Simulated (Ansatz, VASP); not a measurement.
# Sb: VASP beside Ansatz

File INCAR:

```
SYSTEM = Sb
PREC = Accurate
ENCUT = 520
EDIFF = 1E-7
ISMEAR = -1
SIGMA = 0.1
LREAL = .FALSE.
LASPH = .TRUE.
NELM = 100
ALGO = Normal
ISIF = 2
LWAVE = .FALSE.
LCHARG = .FALSE.
GGA = RP
NBANDS = 12
```

KPOINTS

```
regular mesh
0
G
  12 12 8
  0 0 0
```

Contents of POSCAR:

```
Sb
1.0
   -2.9999513383      3.0013402967      1.6011219028
    3.0013402967     -2.9999513383      1.6011219028
    3.0179448074      3.0179448074     -1.5985780230
Sb
2
Direct
    0.9999850888      0.0000149112      0.0000000000
    0.7500149112      0.2499850888      0.5000000000
```

Input for Ansatz:

```yaml
crystal:
  lattice:
    - [-2.9999513383, 3.0013402967, 1.6011219028]
    - [3.0013402967, -2.9999513383, 1.6011219028]
    - [3.0179448074, 3.0179448074, -1.598578023]
  atoms:
    - { symbol: Sb, position: [0.9999850888, 1.49112e-05, 0.0] }
    - { symbol: Sb, position: [0.7500149112, 0.2499850888, 0.5] }
hamiltonian:
  xc: rpbe
  pseudopotentials:
    kind: paw
    azcp:
      Sb: "pseudopotentials/Sb.paw.azcp"
basis:
  ecutwfc: 420
  fft_grid_basis: typed
kpoints:
  mp_grid: { grid: [12, 12, 8], shift: [0, 0, 0] }
magnetization:
  spin_polarized: false
scf:
  occupations: { method: fermi_dirac, width: 0.1 }
  lower_state_search: "off"
output:
  stress: true
```

Alike in both runs: task single point; functional RPBE; k mesh 12 × 12 × 8; occupations fermi-dirac, width 0.1 eV; no spin polarisation.

```csv
,VASP,Ansatz
version,VASP 6.6.1,Ansatz 0.2.0
potentials or method,"VASP PAW PBE potentials, release 64 (Sb), cutoff 520 eV","plane waves (420 eV) with PAW, scalar-relativistic"
valence electrons in the cell,10,30
```

|  | VASP | Ansatz | Ansatz less VASP |
| --- | --- | --- | --- |
| pressure (GPa) | 2.3 | 2.4 | +0.11 |
| traceless stress, the component that is largest in VASP (GPa) | 0.19 | 0.20 | +0.014 |

VASP's potentials were made for PBE, not for RPBE. VASP's potentials hold 10 valence electrons a cell and Ansatz's 30, so a difference there can come from the potentials and not from the codes.

Neither program's run includes spin-orbit coupling.
